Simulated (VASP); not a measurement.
Write the native input for VASP 6.6.1 that does the following.

```yaml
Task: single point
Functional: PBEsol
Potentials_or_basis: VASP PAW PBE potentials, release 64 (S, Se, Mg)
Cutoff: 500 eV
k_mesh: 1 × 1 × 1, shifted
Occupations: fermi-dirac, width 0.05 eV
Spin: no spin polarisation
Dipole_correction: no
Further_INCAR_settings: LREAL = Auto; ALGO = Normal; EDIFF = 1e-06; NBANDS = 166; ISYM = -1
```

The structure of Mg16SeS15 lies in POSCAR:

```
Mg16SeS15
1.0
   10.4012917065      0.0000000000      0.0000000000
    0.0000000000     10.4012917065      0.0000000000
    0.0000000000      0.0000000000     10.4012917065
S Se Mg
30 2 32
Direct
    0.2495150000      0.9999490000      0.9998390000
    0.2487870000      0.0005970000      0.4999620000
    0.2490450000      0.4997980000      0.9993260000
    0.2479730000      0.4989770000      0.5008370000
    0.7497740000      0.9998040000      0.9998040000
    0.7504600000      0.0004120000      0.4999690000
    0.7506560000      0.4997030000      0.9991910000
    0.7514160000      0.4987860000      0.5007420000
    0.9997490000      0.2497330000      0.9998660000
    0.9998400000      0.2497400000      0.5000930000
    0.9997620000      0.7499150000      0.9998080000
    0.9996330000      0.7497790000      0.5000570000
    0.4998680000      0.2491430000      0.9993630000
    0.4997520000      0.2489300000      0.5008000000
    0.4997620000      0.7507180000      0.9992060000
    0.9997670000      0.9998750000      0.2499250000
    0.9997440000      0.9998940000      0.7500070000
    0.9997260000      0.4997660000      0.2498150000
    0.9997210000      0.4996870000      0.7500580000
    0.4997410000      0.0005470000      0.2491280000
    0.4996830000      0.0005420000      0.7506920000
    0.4997060000      0.4989880000      0.7506140000
    0.2489990000      0.2491120000      0.2498850000
    0.2497280000      0.2499040000      0.7500380000
    0.2480060000      0.7506820000      0.2490100000
    0.2488660000      0.7499230000      0.7507720000
    0.7507110000      0.2488720000      0.2498640000
    0.7498210000      0.2497830000      0.7498990000
    0.7514210000      0.7505500000      0.2490000000
    0.7504400000      0.7498010000      0.7505810000
    0.4995610000      0.7501790000      0.5003410000
    0.4997680000      0.4993710000      0.2495250000
    0.9996140000      0.0000250000      0.9998240000
    0.9996020000      0.0009150000      0.4999550000
    0.9999040000      0.4997440000      0.9987820000
    0.9996760000      0.4985160000      0.5009970000
    0.4996690000      0.0010790000      0.9987350000
    0.4995980000      0.0048670000      0.5010760000
    0.4998370000      0.4986850000      0.9947380000
    0.4996630000      0.4941800000      0.5054550000
    0.2496090000      0.2498210000      0.0000450000
    0.2486290000      0.2497610000      0.4999910000
    0.2486440000      0.7499000000      0.9998860000
    0.2443510000      0.7498340000      0.4998600000
    0.7500370000      0.2497730000      0.9998100000
    0.7509770000      0.2495150000      0.4998830000
    0.7509420000      0.7496690000      0.9997550000
    0.7547700000      0.7495280000      0.4997510000
    0.2485770000      0.9998360000      0.2498810000
    0.2495110000      0.9999060000      0.7498970000
    0.2445620000      0.4998750000      0.2501860000
    0.2484720000      0.4999760000      0.7500570000
    0.7508130000      0.9996790000      0.2498730000
    0.7499760000      0.9998430000      0.7499040000
    0.7549210000      0.4995900000      0.2500450000
    0.7508670000      0.4998210000      0.7498910000
    0.9998320000      0.2487140000      0.2497500000
    0.9997940000      0.2496370000      0.7501530000
    0.9996990000      0.7509640000      0.2486950000
    0.9995770000      0.7499580000      0.7510250000
    0.4998270000      0.2446680000      0.2488520000
    0.4996930000      0.2486500000      0.7512550000
    0.4997750000      0.7552790000      0.2443560000
    0.4995820000      0.7510430000      0.7551010000
```

The input as run:

INCAR

```
SYSTEM = Mg16SeS15
PREC = Accurate ; ENCUT = 500
EDIFF = 1E-6 ; ISMEAR = -1
SIGMA = 0.05 ; LREAL = Auto
LASPH = .TRUE. ; NELM = 120
ALGO = Normal ; ISIF = 2
LWAVE = .FALSE. ; LCHARG = .FALSE.
GGA = PS ; NBANDS = 166
ISYM = -1 ; GGA_COMPAT = .FALSE.
```

KPOINTS

```
explicit points
1
Reciprocal
  0.25000000   0.25000000   0.25000000 1
```

Potentials or basis: VASP PAW PBE potentials, release 64 (S, Se, Mg).

Run with:

```sh
$ cat potpaw_PBE.64/S/POTCAR potpaw_PBE.64/Se/POTCAR potpaw_PBE.64/Mg/POTCAR > POTCAR
$ mpirun -np 1 vasp_std > vasp.out
```

Results of the run:

```
Pressure               : -0.2 GPa
Largest force          : 0.012 eV/Å
Band gap on the k mesh : 3.31 eV
```

Caveat: the PAW data sets were made with another functional, which shifts forces and pressure a little; a shifted mesh leaves out Γ, where band edges can lie.

Wall time 6.5 min on 1 thread of Intel(R) Xeon(R) 6975P-C (Granite Rapids) (shared host), peak memory 0.99 GiB.
